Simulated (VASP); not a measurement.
# MoS2 (P6_3/mmc) in VASP: single point with PBE

Aim: the single point of MoS2 with PBE.

All numbers are computed with VASP 6.6.1; they aren't measurements. Logs are shortened: lines on timing, memory, paths and dates and some standing lists are left out, and cuts for length are marked.

**The experiment to reproduce.**

From “Multiwavelength excitation Raman Scattering Analysis of bulk and 2 dimensional MoS2: Vibrational properties of atomically thin MoS2 layers”, 2015, arxiv:1506.03228, for a bulk crystal of MoS2 at 300 K: band gap 1.3 eV (indirect).

How close the calculation comes is told below.

## Step 1: The cell of the first run

It takes space group P6_3/mmc (No. 194, hexagonal). Conventional cell: a = 3.169 Å, b = 3.169 Å, c = 12.324 Å, α = 90.00°, β = 90.00°, γ = 120.00°. Mo (site symmetry -6m2) has 6 S at 2.41 Å and 6 Mo at 3.17 Å within 3.2 Å. S (site symmetry 3m) has 3 Mo at 2.41 Å and 7 S at 3.13 to 3.17 Å within 3.2 Å.

## Step 2: Single point, PBE

INCAR

```
PREC = Accurate ; ENCUT = 520
EDIFF = 1E-6 ; ISMEAR = -1
SIGMA = 0.15 ; LREAL = F
LASPH = T ; NELM = 80
ALGO = Normal ; ISIF = 2
LWAVE = F ; LCHARG = F
GGA = PE ; NBANDS = 35
```

KPOINTS

```
regular mesh
0
Gamma
  6 6 2
```

POSCAR

```
MoS2
1.0
    3.1690000000      0.0000000000      0.0000000000
   -1.5845000000      2.7444350000      0.0000000000
    0.0000000000      0.0000000000     12.3240000000
Mo S
2 4
Direct
    0.3333333333      0.6666666667      0.2500000000
    0.6666666667      0.3333333333      0.7500000000
    0.3333333333      0.6666666667      0.6230000000
    0.6666666667      0.3333333333      0.1230000000
    0.3333333333      0.6666666667      0.8770000000
    0.6666666667      0.3333333333      0.3770000000
```

Potentials or basis: VASP PAW PBE potentials, release 64 (Mo_sv, S).

The run is started by

```bash
$ cat potpaw_PBE.64/Mo_sv/POTCAR potpaw_PBE.64/S/POTCAR > POTCAR
$ mpirun -np 1 vasp_std > vasp.out
```

OUTCAR:

```text
PREC = Accurate
   ENCUT = 520
   EDIFF = 1E-6
   ISMEAR = -1
   LREAL = F
   LASPH = T
   NELM = 80
   ISIF = 2
   GGA = PE

 ion  position               nearest neighbor table
   1  0.333  0.667  0.250-   4 2.41   6 2.41   4 2.41   6 2.41   4 2.41   6 2.41
   2  0.667  0.333  0.750-   3 2.41   5 2.41   3 2.41   5 2.41   3 2.41   5 2.41
   3  0.333  0.667  0.623-   2 2.41   2 2.41   2 2.41
   4  0.667  0.333  0.123-   1 2.41   1 2.41   1 2.41
   5  0.333  0.667  0.877-   2 2.41   2 2.41   2 2.41
   6  0.667  0.333  0.377-   1 2.41   1 2.41   1 2.41

  LATTYP: Found a hexagonal cell.
 ALAT       =     3.1690000000
 C/A-ratio  =     3.8889239508

  Lattice vectors:

 A1 = (   3.1690000000,   0.0000000000,   0.0000000000)
 A2 = (  -1.5845000000,   2.7444350000,   0.0000000000)
 A3 = (   0.0000000000,   0.0000000000,  12.3240000000)

Analysis of symmetry for initial positions (statically):
=====================================================================
 Subroutine PRICEL returns:
 Original cell was already a primitive cell.

 Routine SETGRP: Setting up the symmetry group for a
 hexagonal supercell.

 Subroutine GETGRP returns: Found 24 space group operations
 (whereof 12 operations were pure point group operations)
 out of a pool of 24 trial point group operations.

The static configuration has the point symmetry D_3d.
 The point group associated with its full space group is D_6h.

Analysis of symmetry for dynamics (positions and initial velocities):
=====================================================================
 Subroutine PRICEL returns:
 Original cell was already a primitive cell.

 Routine SETGRP: Setting up the symmetry group for a
 hexagonal supercell.

 Subroutine GETGRP returns: Found 24 space group operations
 (whereof 12 operations were pure point group operations)
 out of a pool of 24 trial point group operations.

The dynamic configuration has the point symmetry D_3d.
 The point group associated with its full space group is D_6h.

 Subroutine INISYM returns: Found 24 space group operations
 (whereof 12 operations are pure point group operations),
 and found     1 'primitive' translations

----------------------------------------------------------------------------------------

                                     Primitive cell

  volume of cell :     107.1832

  direct lattice vectors                    reciprocal lattice vectors
     3.169000000  0.000000000  0.000000000     0.315556958  0.182186862  0.000000000
    -1.584500000  2.744435000  0.000000000     0.000000000  0.364373724  0.000000000
     0.000000000  0.000000000 12.324000000     0.000000000  0.000000000  0.081142486

  length of vectors
     3.169000000  3.169000429 12.324000000     0.364373773  0.364373724  0.081142486

  position of ions in fractional coordinates (direct lattice)
     0.333333333  0.666666667  0.250000000
     0.666666667  0.333333333  0.750000000
     0.333333333  0.666666667  0.623000000
     0.666666667  0.333333333  0.123000000
     0.333333333  0.666666667  0.877000000
     0.666666667  0.333333333  0.377000000

  ion indices of the primitive-cell ions
   primitive index   ion index
                 1           1
                 2           2
                 3           3
                 4           4
                 5           5
                 6           6

----------------------------------------------------------------------------------------

 KPOINTS: regular mesh

Automatic generation of k-mesh.
 Grid dimensions read from file:
 generate k-points for:    6    6    2

 Generating k-lattice:

  Cartesian coordinates                     Fractional coordinates (reciprocal lattice)
     0.052592826  0.030364477  0.000000000     0.166666667 -0.000000000  0.000000000
     0.000000000  0.060728954  0.000000000     0.000000000  0.166666667  0.000000000
     0.000000000  0.000000000  0.040571243     0.000000000  0.000000000  0.500000000

  Length of vectors
     0.060728962  0.060728954  0.040571243

  Shift w.r.t. Gamma in fractional coordinates (k-lattice)
     0.000000000  0.000000000  0.000000000

 Subroutine IBZKPT returns following result:
 ===========================================

 Found     14 irreducible k-points:

 Following reciprocal coordinates:
            Coordinates               Weight
  0.000000  0.000000  0.000000      1.000000
  0.166667  0.000000  0.000000      6.000000
  0.333333  0.000000  0.000000      6.000000
  0.500000  0.000000  0.000000      3.000000
  0.166667  0.166667  0.000000      6.000000
  0.333333  0.166667  0.000000     12.000000
  0.333333  0.333333  0.000000      2.000000
  0.000000  0.000000  0.500000      1.000000
  0.166667  0.000000  0.500000      6.000000
  0.333333  0.000000  0.500000      6.000000
  0.500000  0.000000  0.500000      3.000000
  0.166667  0.166667  0.500000      6.000000
  0.333333  0.166667  0.500000     12.000000
  0.333333  0.333333  0.500000      2.000000
   k-points           NKPTS =     14   k-points in BZ     NKDIM =     14   number of bands    NBANDS=     35
   number of dos      NEDOS =    301   number of ions     NIONS =      6
   total plane-waves  NPLWV =  55296
   dimension x,y,z NGX =    24 NGY =   24 NGZ =   96
   dimension x,y,z NGXF=    48 NGYF=   48 NGZF=  192
   ions per type =               2   4
   NGX,Y,Z   is equivalent  to a cutoff of  12.59, 12.59, 12.95 a.u.
   NGXF,Y,Z  is equivalent  to a cutoff of  25.18, 25.18, 25.90 a.u.
 SYSTEM =  unknown system
   PREC   = accura    normal or accurate (medium, high low for compatibility)
   ISTART =      0    job   : 0-new  1-cont  2-samecut
   ICHARG =      2    charge: 1-file 2-atom 10-const
   ISPIN  =      1    spin polarized calculation?
   LNONCOLLINEAR =      F non collinear calculations
   LSORBIT =      F    spin-orbit coupling
   LASPH  =      T    aspherical Exc in radial PAW
   ENCUT  =  520.0 eV  38.22 Ry    6.18 a.u.   5.89  5.89 22.91*2*pi/ulx,y,z
   NELM   =     80;   NELMIN=  2; NELMDL= -5     # of ELM steps
   EDIFF  = 0.1E-05   stopping-criterion for ELM
   LREAL  =      F    real-space projection
   EDIFFG = 0.1E-04   stopping-criterion for IOM
   NSW    =      0    number of steps for IOM
   IBRION =     -1    ionic relax: 0-MD 1-quasi-New 2-CG
   NFREE  =      0    steps in history (QN), initial steepest desc. (CG)
   ISIF   =      2    stress and relaxation
   ISYM   =      2    0-nonsym 1-usesym 2-fastsym
   POTIM  = 0.5000    time-step for ionic-motion
   TEBEG  =    0.0;   TEEND  =   0.0 temperature during run
   PSTRESS=    0.0 pullay stress
   NELECT =      52.0000    total number of electrons
   NUPDOWN=      -1.0000    fix difference up-down
   EMIN   =  10.00;   EMAX   =-10.00  energy-range for DOS
   EFERMI =   0.00;   METHOD = LEGACY
   ISMEAR =    -1;   SIGMA  =   0.15  broadening in eV -4-tet -1-fermi 0-gaus
   EFERMI_NEDOS =   21; number of points for ismear=-14 and -15
   IALGO  =     38    algorithm
   IMIX   =      4    mixing-type and parameters
     AMIX     =   0.40;   BMIX     =  1.00
     AMIX_MAG =   1.60;   BMIX_MAG =  1.00
  volume/ion in A,a.u.               =      17.86       120.55
  Fermi-wavevector in a.u.,A,eV,Ry     =   1.286373  2.430893 22.514323  1.654756
  Thomas-Fermi vector in A             =   2.418452
   LORBIT       =      0    0 simple, 1 ext, 2 COOP (PROOUT), +10 PAW based schemes
   GGA     = PE    functional components
   LHFCALC =     F    Hartree Fock is set to
   AEXX    =    0.0000 exact exchange contribution
   IVDW    =     0    specifies the selected vdW correction
   LEPSILON=     F    determine dielectric tensor
   LRPA    =     F    only Hartree local field effects (RPA)
 non-spin polarized calculation
  energy-cutoff  :      520.00
  volume of cell :      107.18
 maximum number of plane-waves:      2908
 NGX is ok and might be reduce to    24
   NGX = 11   NGY = 11   NGZ = 45

 number of electron      51.9999997 magnetization

 Free energy of the ion-electron system (eV)
  ---------------------------------------------------
  ext. energy  EPLUGINS =         0.00000000
  ---------------------------------------------------
  free energy    TOTEN  =       -43.61529122 eV

  energy without entropy =      -43.60648998  energy(sigma->0) =      -43.61089060

 E-fermi :   7.7759     XC(G=0): -10.8175

 val. band max:        7.4832990676   @ k =   0.0000   0.0000   0.0000
 cond. band min:       8.3838745704   @ k =   0.1667   0.1667   0.0000
 fundamental gap:      0.9005755029
 Fermi energy:         7.7758641010

 k-point     1 :       0.0000    0.0000    0.0000
  band No.  band energies     occupation
      1     -54.0189      2.00000
      2     -54.0189      2.00000
      3     -28.1708      2.00000
      4     -28.1708      2.00000
      5     -27.9474      2.00000
      6     -27.9474      2.00000
[... 27 lines left out ...]
     34       9.9301      0.00000
     35      13.0546      0.00000

 k-point     2 :       0.1667    0.0000    0.0000
  band No.  band energies     occupation
      1     -54.0090      2.00000
      2     -54.0090      2.00000
      3     -28.1514      2.00000
      4     -28.1513      2.00000
      5     -28.0463      2.00000
      6     -28.0463      2.00000
[... 27 lines left out ...]
     34      10.2692      0.00000
     35      14.5467      0.00000

 k-point     3 :       0.3333    0.0000    0.0000
  band No.  band energies     occupation
      1     -53.9892      2.00000
      2     -53.9892      2.00000
      3     -28.2396      2.00000
      4     -28.2396      2.00000
      5     -28.1122      2.00000
      6     -28.1122      2.00000
[... 27 lines left out ...]
     34      11.0933      0.00000
     35      14.1533      0.00000

 k-point     4 :       0.5000    0.0000    0.0000
  band No.  band energies     occupation
      1     -53.9793      2.00000
      2     -53.9793      2.00000
      3     -28.3342      2.00000
      4     -28.3342      2.00000
      5     -28.0926      2.00000
      6     -28.0925      2.00000
[... 27 lines left out ...]
     34      11.3558      0.00000
     35      12.8166      0.00000

 k-point     5 :       0.1667    0.1667    0.0000
  band No.  band energies     occupation
      1     -53.9942      2.00000
      2     -53.9942      2.00000
      3     -28.1736      2.00000
      4     -28.1736      2.00000
      5     -28.1221      2.00000
      6     -28.1220      2.00000
[... 258 lines left out ...]
 k-point    12 :       0.1667    0.1667    0.5000
  band No.  band energies     occupation
      1     -53.9942      2.00000
      2     -53.9942      2.00000
      3     -28.1736      2.00000
      4     -28.1736      2.00000
      5     -28.1220      2.00000
      6     -28.1220      2.00000
[... 27 lines left out ...]
     34      11.0756      0.00000
     35      15.3809      0.00000

 k-point    13 :       0.3333    0.1667    0.5000
  band No.  band energies     occupation
      1     -53.9793      2.00000
      2     -53.9793      2.00000
      3     -28.2859      2.00000
      4     -28.2859      2.00000
      5     -28.0926      2.00000
      6     -28.0926      2.00000
[... 27 lines left out ...]
     34      11.3038      0.00000
     35      14.0541      0.00000

 k-point    14 :       0.3333    0.3333    0.5000
  band No.  band energies     occupation
      1     -53.9743      2.00000
      2     -53.9743      2.00000
      3     -28.2387      2.00000
      4     -28.2387      2.00000
      5     -28.1948      2.00000
      6     -28.1948      2.00000
[... 27 lines left out ...]
     34      11.6751      0.00000
     35      14.1711      0.00000

------------------------ aborting loop because EDIFF is reached ----------------------------------------

  FORCE on cell =-STRESS in cart. coord.  units (eV):
  Direction    XX          YY          ZZ          XY          YZ          ZX
  --------------------------------------------------------------------------------------
  -------------------------------------------------------------------------------------
  Total        1.1680942      1.1680946      1.3749173      0.0000000      0.0000000      0.0000000
  in kB       17.4606967     17.4607030     20.5522932      0.0000000      0.0000000      0.0000000
  external PRESSURE =      18.4912309 kB  Pullay stress =       0.0000000 kB

 VOLUME and BASIS-vectors are now :
 -----------------------------------------------------------------------------
  energy-cutoff  :      520.00
  volume of cell :      107.18
      direct lattice vectors                 reciprocal lattice vectors
     3.169000000  0.000000000  0.000000000     0.315556958  0.182186862  0.000000000
    -1.584500000  2.744435000  0.000000000     0.000000000  0.364373724  0.000000000
     0.000000000  0.000000000 12.324000000     0.000000000  0.000000000  0.081142486

 POSITION                                       TOTAL-FORCE (eV/Angst)
 -----------------------------------------------------------------------------------
     -0.00000      1.82962      3.08100        -0.000000     -0.000000      0.000000
      1.58450      0.91481      9.24300         0.000000      0.000000      0.000000
     -0.00000      1.82962      7.67785        -0.000000     -0.000000      0.074661
      1.58450      0.91481      1.51585        -0.000000     -0.000000      0.074661
     -0.00000      1.82962     10.80815         0.000000      0.000000     -0.074661
      1.58450      0.91481      4.64615         0.000000      0.000000     -0.074661
 -----------------------------------------------------------------------------------
    total drift:                                0.000000     -0.000000      0.000000

  FREE ENERGIE OF THE ION-ELECTRON SYSTEM (eV)
  ---------------------------------------------------
  free  energy   TOTEN  =       -43.6152912186 eV

  energy  without entropy=      -43.6064899774  energy(sigma->0) =      -43.61089060
```

It took 28 s on 1 thread of Intel Xeon Platinum 8488C (Sapphire Rapids), shared host; peak memory 0.23 GiB.

Results:

```yaml
Free_energy: -43.6153 eV
Pressure: 1.8 GPa
Largest_force: 0.075 eV/Å
Band_gap_on_the_k_mesh: 0.90 eV, indirect (least direct gap 1.66 eV)
```

Forces on the atoms (eV/Å):
```
Mo   0.000  0.000  0.000
Mo   0.000  0.000  0.000
S    0.000  0.000  0.075
S    0.000  0.000  0.075
S    0.000  0.000 -0.075
S    0.000  0.000 -0.075
```

Stress tensor (GPa, compression positive):
```
1.75 0.00 0.00
0.00 1.75 0.00
0.00 0.00 2.06
```

Caveat: this functional lacks dispersion, which binds the layers, so the pressure and a relaxed spacing across them are unreliable.

## Step 3: Comparison with measurements

Step 2. Measured gap of MoS2: 1.3 eV (indirect; 300 K; “Multiwavelength excitation Raman Scattering Analysis of bulk and 2 dimensional MoS2: Vibrational properties of atomically thin MoS2 layers”, 2015, arxiv:1506.03228). This calculation gives 0.90 eV (-0.40 eV). Spin-orbit coupling on Mo is left out. The value is that of PBE on a finite k mesh, which can miss the band edges, without temperature or zero-point motion. Semilocal functionals fall short of measured gaps as a rule.
